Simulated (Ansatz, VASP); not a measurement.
TiPd3: VASP beside Ansatz

```xyz
4
Lattice="3.8327 0.0000 0.0000 0.0000 3.8327 0.0000 0.0000 0.0000 3.8327" Properties=species:S:1:pos:R:3 pbc="T T T"
Ti    0.0000    0.0000    0.0000
Pd    0.0000    1.9163    1.9163
Pd    1.9163    0.0000    1.9163
Pd    1.9163    1.9163    0.0000
```

Change from the starting cell: volume scaled by 1.01.

Alike in both runs: task single point; functional LDA; k mesh 11 × 11 × 11; occupations fermi-dirac, width 0.05 eV; no spin polarisation.

|  | VASP | Ansatz |
| --- | --- | --- |
| version | VASP 6.6.1 | Ansatz 0.2.0 |
| potentials or method | VASP PAW LDA potentials, release 64 (Ti_sv, Pd), cutoff 520 eV | all-electron LAPW, scalar-relativistic |

```csv
,VASP,Ansatz,Ansatz less VASP
pressure (GPa),0.4,0.0,-0.38
```

LDA's correlation is that of Perdew and Zunger in VASP and of Perdew and Wang (1992) in Ansatz. Ansatz ran all-electron here, and VASP with PAW potentials.
